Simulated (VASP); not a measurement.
## Hf: relaxation of cell and atoms with LDA

Crystal: Hf.

```xyz
2
Lattice="3.1967 0.0000 0.0000 -1.5983 2.7684 0.0000 0.0000 0.0000 5.0578" Properties=species:S:1:pos:R:3 pbc="T T T"
Hf    0.0000    1.8456    1.2645
Hf    1.5984    0.9228    3.7934
```

* Program: VASP 6.6.1
* Task: relaxation of cell and atoms
* Functional: LDA
* Potentials or basis: VASP PAW LDA potentials, release 64 (Hf_pv)
* Cutoff: 600 eV
* k mesh: 18 × 18 × 10
* Occupations: fermi-dirac, width 0.05 eV
* Spin: no spin polarisation
* Dipole correction: no
* Further INCAR settings: ALGO = Normal; EDIFF = 1e-06; IBRION = 2; EDIFFG = -0.002; NSW = 100; ISIF = 3

```yaml
Relaxed_volume: 20.84 Å³/atom
Relaxed_cell: a = 3.119 Å, b = 3.119 Å, c = 4.947 Å, α = 90.00°, β = 90.00°, γ = 120.00°
Space_group_after_relaxing_to_0.1_Å: P6_3/mmc (No. 194)
Energy_gained_by_relaxing: 38.6 meV/atom
Ionic_steps: 8
Pressure_after_relaxing: 0.0 GPa
Band_gap_on_the_k_mesh: zero (bands 10 and 11 overlap by 1.46 eV)
```

The path:
```
step  energy change (eV)  largest force (eV/Å)  pressure (GPa)  volume (Å³)
   1              0.0000                0.0000           -7.64        44.76
   2              0.0489                0.0000           12.30        38.20
   3             -0.0770                0.0000           -0.18        41.75
   4             -0.0770                0.0000           -0.01        41.69
   5             -0.0770                0.0000            0.16        41.63
   6             -0.0771                0.0000           -0.17        41.75
   7             -0.0771                0.0000           -0.09        41.72
   8             -0.0771                0.0000            0.00        41.69
```

Final structure:
```
Hf
1.0
     3.11938    0.00000    0.00000
    -1.55969    2.70146    0.00000
     0.00000    0.00000    4.94671
Hf
2
Direct
  0.33333 0.66667 0.25000
  0.66667 0.33333 0.75000
```

Levels at points of the mesh, in eV from the Fermi level:
```tsv
k point	band 7	band 8	band 9	band 10	band 11	band 12	band 13	band 14
(0.00, 0.00, 0.00)	-7.55	-3.94	1.05	1.12	1.12	1.40	2.01	2.01
(0.50, 0.00, 0.00)	-3.45	-3.03	-2.47	-0.56	0.70	0.94	1.77	6.29
(0.00, 0.00, 0.50)	-5.45	-5.45	0.10	0.10	1.00	1.00	1.00	1.00
(0.50, 0.00, 0.50)	-3.64	-3.64	-1.16	-1.16	1.54	1.54	2.74	2.74
```

It took 6.1 min on 1 thread of Intel(R) Xeon(R) Platinum 8488C (Sapphire Rapids), on a shared host, peak memory 0.29 GiB.

Caveat: spin-orbit coupling is left out, which moves the levels of the heavy elements. Zero-point motion and thermal expansion aren't in these numbers.
